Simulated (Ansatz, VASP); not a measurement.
Al in VASP and in Ansatz

```
Al
1.0
     0.00000    2.02398    1.96326
     2.02398    0.00000    1.96326
     2.02398    2.02398    0.00000
Al
1
Direct
  0.00000 0.00000 0.00000
```

Change from the starting cell: strain +0.000 along x and y, -0.030 along z, atoms carried along.

Alike in both runs: task single point; functional PBEsol; k mesh 20 × 20 × 20; occupations gaussian, width 0.15 eV; no spin polarisation.

```csv
,VASP,Ansatz
version,VASP 6.6.1,Ansatz 0.2.0
potentials or method,"VASP PAW PBE potentials, release 64 (Al), cutoff 520 eV","scalar-relativistic, plane waves, PAW"
valence electrons in the cell,3,3
```

Ansatz gave:

* gap on the k mesh at the Fermi level (eV): none
* pressure (GPa): 0.5
* traceless stress, the component that is largest in VASP (GPa): 0.75

What did VASP give for the same quantities?

gap on the k mesh at the Fermi level (eV): none; pressure (GPa): 0.6; traceless stress, the component that is largest in VASP (GPa): 0.76.

VASP's potentials were made for PBE, not for PBEsol. A gap of «none» marks a metal or a gap that the smearing closes.
